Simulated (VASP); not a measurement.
# Si3Mo (Pm-3m) in VASP: further runs, part 2 of 2

VASP 6.6.1.

### 3 Single point, PBE

This run uses another cell than the first one, of 14.51 Å³/atom, 1.035 times its volume.

INCAR reads:

```
  PREC = Accurate
  ENCUT = 520
  EDIFF = 1E-6
  ISMEAR = 0
  SIGMA = 0.1
  LREAL = F
  LASPH = T
  NELM = 100
  ALGO = Normal
  ISIF = 2
  LWAVE = F
  LCHARG = F
  GGA = PE
  NBANDS = 21
```

KPOINTS reads:

```
regular mesh
0
Gamma
  6 6 6
```

POSCAR reads:

```
Si3Mo
1.0
    3.8720326265      0.0000000000      0.0000000000
    0.0000000000      3.8720326265      0.0000000000
    0.0000000000      0.0000000000      3.8720326265
Si Mo
3 1
Direct
    0.0000000000      0.5000000000      0.5000000000
    0.5000000000      0.0000000000      0.5000000000
    0.5000000000      0.5000000000      0.0000000000
    0.0000000000      0.0000000000      0.0000000000
```

Potentials or basis: VASP PAW PBE potentials, release 64 (Si, Mo_sv).

Started as:

```console
$ cat potpaw_PBE.64/Si/POTCAR potpaw_PBE.64/Mo_sv/POTCAR > POTCAR
$ mpirun -np 1 vasp_std > vasp.out
```

OUTCAR:

```text
PREC = Accurate
   ENCUT = 520
   EDIFF = 1E-6
   ISMEAR = 0
   LREAL = F
   LASPH = T
   NELM = 100
   ISIF = 2
   GGA = PE

 ion  position               nearest neighbor table
   1  0.000  0.500  0.500-   2 2.74   3 2.74   4 2.74   3 2.74   4 2.74   2 2.74   4 2.74   4 2.74
                             2 2.74   3 2.74   3 2.74   2 2.74
   2  0.500  0.000  0.500-   1 2.74   3 2.74   4 2.74   3 2.74   4 2.74   1 2.74   3 2.74   3 2.74
                             1 2.74   4 2.74   4 2.74   1 2.74
   3  0.500  0.500  0.000-   1 2.74   2 2.74   4 2.74   1 2.74   2 2.74   2 2.74   4 2.74   2 2.74
                             1 2.74   4 2.74   1 2.74   4 2.74
   4  0.000  0.000  0.000-   1 2.74   2 2.74   3 2.74   1 2.74   2 2.74   1 2.74   3 2.74   1 2.74
                             2 2.74   3 2.74   2 2.74   3 2.74

  LATTYP: Found a simple cubic cell.
 ALAT       =     3.8720326265

  Lattice vectors:

 A1 = (   3.8720326265,   0.0000000000,   0.0000000000)
 A2 = (   0.0000000000,   3.8720326265,   0.0000000000)
 A3 = (   0.0000000000,   0.0000000000,   3.8720326265)

Analysis of symmetry for initial positions (statically):
=====================================================================
 Subroutine PRICEL returns:
 Original cell was already a primitive cell.

 Routine SETGRP: Setting up the symmetry group for a
 simple cubic supercell.

 Subroutine GETGRP returns: Found 48 space group operations
 (whereof 48 operations were pure point group operations)
 out of a pool of 48 trial point group operations.

The static configuration has the point symmetry O_h .

Analysis of symmetry for dynamics (positions and initial velocities):
=====================================================================
 Subroutine PRICEL returns:
 Original cell was already a primitive cell.

 Routine SETGRP: Setting up the symmetry group for a
 simple cubic supercell.

 Subroutine GETGRP returns: Found 48 space group operations
 (whereof 48 operations were pure point group operations)
 out of a pool of 48 trial point group operations.
[... 120 lines left out ...]
     AMIX_MAG =   1.60;   BMIX_MAG =  1.00
  volume/ion in A,a.u.               =      14.51        97.94
  Fermi-wavevector in a.u.,A,eV,Ry     =   1.252546  2.366968 21.345785  1.568871
  Thomas-Fermi vector in A             =   2.386441
   LORBIT       =      0    0 simple, 1 ext, 2 COOP (PROOUT), +10 PAW based schemes
   GGA     = PE    functional components
   LHFCALC =     F    Hartree Fock is set to
   AEXX    =    0.0000 exact exchange contribution
   IVDW    =     0    specifies the selected vdW correction
   LEPSILON=     F    determine dielectric tensor
   LRPA    =     F    only Hartree local field effects (RPA)
 non-spin polarized calculation
 Gauss-broadening in eV      SIGMA  =   0.10
  energy-cutoff  :      520.00
  volume of cell :       58.05
 maximum number of plane-waves:      1596
 NGX is ok and might be reduce to    30
   NGX = 15   NGY = 15   NGZ = 15

 number of electron      25.9999992 magnetization

 Free energy of the ion-electron system (eV)
  ---------------------------------------------------
  ext. energy  EPLUGINS =         0.00000000
  ---------------------------------------------------
  free energy    TOTEN  =       -25.73215240 eV

  energy without entropy =      -25.71807132  energy(sigma->0) =      -25.72511186

 E-fermi :  11.1188     XC(G=0): -11.8384

 val. band max:       11.1100791839   @ k =   0.5000   0.5000   0.1667
 cond. band min:      11.1244439052   @ k =   0.5000   0.3333   0.3333
 fundamental gap:      0.0143647213
 Fermi energy:        11.1187786093

 k-point     1 :       0.0000    0.0000    0.0000
  band No.  band energies     occupation
      1     -49.7792      2.00000
      2     -23.9199      2.00000
      3     -23.9199      2.00000
      4     -23.9199      2.00000
      5      -2.4234      2.00000
      6       5.1726      2.00000
[... 469 lines left out ...]
     20      19.1647      0.00000
     21      19.5405      0.00000

------------------------ aborting loop because EDIFF is reached ----------------------------------------

  FORCE on cell =-STRESS in cart. coord.  units (eV):
  Direction    XX          YY          ZZ          XY          YZ          ZX
  --------------------------------------------------------------------------------------
  -------------------------------------------------------------------------------------
  Total       -2.1361712     -2.1361712     -2.1361712      0.0000000      0.0000000     -0.0000000
  in kB      -58.9562185    -58.9562185    -58.9562185      0.0000000      0.0000000     -0.0000000
  external PRESSURE =     -58.9562185 kB  Pullay stress =       0.0000000 kB

 VOLUME and BASIS-vectors are now :
 -----------------------------------------------------------------------------
  energy-cutoff  :      520.00
  volume of cell :       58.05
      direct lattice vectors                 reciprocal lattice vectors
     3.872032626  0.000000000  0.000000000     0.258262287  0.000000000  0.000000000
     0.000000000  3.872032626  0.000000000     0.000000000  0.258262287  0.000000000
     0.000000000  0.000000000  3.872032626     0.000000000  0.000000000  0.258262287

 POSITION                                       TOTAL-FORCE (eV/Angst)
 -----------------------------------------------------------------------------------
      0.00000      1.93602      1.93602         0.000000      0.000000      0.000000
      1.93602      0.00000      1.93602         0.000000      0.000000      0.000000
      1.93602      1.93602      0.00000         0.000000      0.000000      0.000000
      0.00000      0.00000      0.00000         0.000000      0.000000      0.000000
 -----------------------------------------------------------------------------------
    total drift:                                0.000000     -0.000000      0.000000

  FREE ENERGIE OF THE ION-ELECTRON SYSTEM (eV)
  ---------------------------------------------------
  free  energy   TOTEN  =       -25.7321523959 eV

  energy  without entropy=      -25.7180713212  energy(sigma->0) =      -25.72511186
```

OSZICAR:

```text
N       E                     dE             d eps       ncg     rms          rms(c)
DAV:   1     0.131909500733E+03    0.13191E+03   -0.12586E+04   840   0.114E+03
DAV:   2    -0.222554256021E+02   -0.15416E+03   -0.15009E+03   979   0.282E+02
DAV:   3    -0.267198804318E+02   -0.44645E+01   -0.43157E+01  1118   0.403E+01
DAV:   4    -0.267646912867E+02   -0.44811E-01   -0.44720E-01   980   0.390E+00
DAV:   5    -0.267652758802E+02   -0.58459E-03   -0.58446E-03  1031   0.432E-01    0.172E+01
DAV:   6    -0.267116768769E+02    0.53599E-01   -0.12446E+01   923   0.179E+01    0.696E+00
DAV:   7    -0.258014409242E+02    0.91024E+00   -0.59241E+00   919   0.116E+01    0.498E+00
DAV:   8    -0.257339042877E+02    0.67537E-01   -0.24843E-01   960   0.304E+00    0.964E-01
DAV:   9    -0.257324673155E+02    0.14370E-02   -0.99482E-03  1039   0.568E-01    0.280E-01
DAV:  10    -0.257322989476E+02    0.16837E-03   -0.28642E-03   975   0.370E-01    0.165E-01
DAV:  11    -0.257321573855E+02    0.14156E-03   -0.43966E-04   955   0.140E-01    0.361E-02
DAV:  12    -0.257321536738E+02    0.37117E-05   -0.62421E-05  1056   0.513E-02    0.198E-02
DAV:  13    -0.257321524593E+02    0.12145E-05   -0.57845E-06   864   0.154E-02    0.421E-03
DAV:  14    -0.257321523959E+02    0.63474E-07   -0.14110E-07   570   0.233E-03
   1 F= -.25732152E+02 E0= -.25725112E+02  d E =-.140811E-01
```

stdout:

```text
POSCAR found type information on POSCAR SiMo
 POSCAR found :  2 types and       4 ions
 scaLAPACK will be used
 LDA part: xc-table for (Slater+PW92), standard interpolation
 POSCAR, INCAR and KPOINTS ok, starting setup
 FFT: planning ... GRIDC
 FFT: planning ... GRID_SOFT
 FFT: planning ... GRID
 WAVECAR not read
 entering main loop
```

It took 13 s on 1 thread of Intel Xeon Platinum 8559C (Emerald Rapids), shared host; peak memory 0.17 GiB.

Results:

- Free energy: -25.7322 eV
- Pressure: -5.9 GPa
- Band gap on the k mesh: zero (band 13 reaches 11.45 eV, above the bottom of band 14 at 10.04 eV)

### 4 Relaxation of cell and atoms, PBE

This run uses another cell than the first one, of 14.51 Å³/atom, 1.035 times its volume.

INCAR reads:

```
PREC = Accurate
ENCUT = 600
EDIFF = 1E-6
ISMEAR = 0
SIGMA = 0.1
LREAL = False
LASPH = True
NELM = 60
ALGO = Normal
ISIF = 3
LWAVE = False
LCHARG = False
GGA = PE
IBRION = 2
NSW = 90
EDIFFG = -0.04
```

KPOINTS reads:

```
Automatic mesh
0
Gamma
  4 4 4
```

POSCAR is that of step 3.

Started as:

```console
$ cat potpaw_PBE.64/Si/POTCAR potpaw_PBE.64/Mo_sv/POTCAR > POTCAR
$ mpirun -np 1 vasp_std > vasp.out
```

Wall time 14 s (1 thread of Intel Xeon Platinum 8559C (Emerald Rapids), shared host); peak memory 0.18 GiB.

The run converged. Its results:

* Free energy: -25.7285 eV
* Relaxed volume: 14.01 Å³/atom
* Relaxed cell: a = 3.827 Å, b = 3.827 Å, c = 3.827 Å, α = 90.00°, β = 90.00°, γ = 90.00°
* Space group after relaxing (to 0.05 Å): Pm-3m (No. 221)
* Energy gained by relaxing: 8.3 meV/atom
* Ionic steps: 3
* Pressure after relaxing: 0.0 GPa
* Band gap on the k mesh: zero (band 13 reaches 12.17 eV, above the bottom of band 14 at 10.81 eV)

The path:
```
step  energy change (eV)  largest force (eV/Å)  pressure (GPa)  volume (Å³)
   1              0.0000                0.0000           -5.12        58.05
   2             -0.0028                0.0000            5.58        54.24
   3             -0.0333                0.0000           -0.03        56.05
```

Final structure:
```
Si Mo
1.0
     3.82709    0.00000    0.00000
     0.00000    3.82709    0.00000
     0.00000    0.00000    3.82709
Si Mo
3 1
Direct
  0.00000 0.50000 0.50000
  0.50000 0.00000 0.50000
  0.50000 0.50000 0.00000
  0.00000 0.00000 0.00000
```

Levels at points of the mesh, in eV from the Fermi level:
```csv
k point,band 10,band 11,band 12,band 13,band 14,band 15,band 16,band 17
"(0.00, 0.00, 0.00)",-4.52,-1.49,-1.49,-1.49,-0.10,2.10,2.10,2.65
"(0.50, 0.00, 0.00)",-3.06,-1.16,-1.16,-1.14,-0.46,-0.39,1.90,1.90
"(0.50, 0.50, 0.00)",-3.73,-1.38,-1.31,-0.22,-0.11,1.10,1.10,2.90
"(0.50, 0.50, 0.50)",-5.37,-5.37,-0.25,0.10,0.10,1.97,1.97,1.97
```

Caveat: the k points lie up to 0.41 Å⁻¹ apart in the final cell.

### 5 Overview

```csv
task,cell,k mesh,cutoff (eV),gap on the mesh (eV),pressure (GPa)
single point,"a = 3.828 Å, 4 atoms",4 × 4 × 4,520,none,-0.1
single point,"a = 3.872 Å, 4 atoms",6 × 6 × 6,520,none,-5.9
relaxation of cell and atoms,"relaxed from a = 3.872 Å, 4 atoms",4 × 4 × 4,600,none,0.0
```

Alike in all rows: level PBE; potentials or basis VASP PAW PBE potentials, release 64 (Si, Mo_sv); no spin polarisation; smearing gaussian 0.1 eV.

Caveats: some runs use coarse meshes.

Total energies depend on the potentials used, so only differences within one code and one set of settings carry meaning.
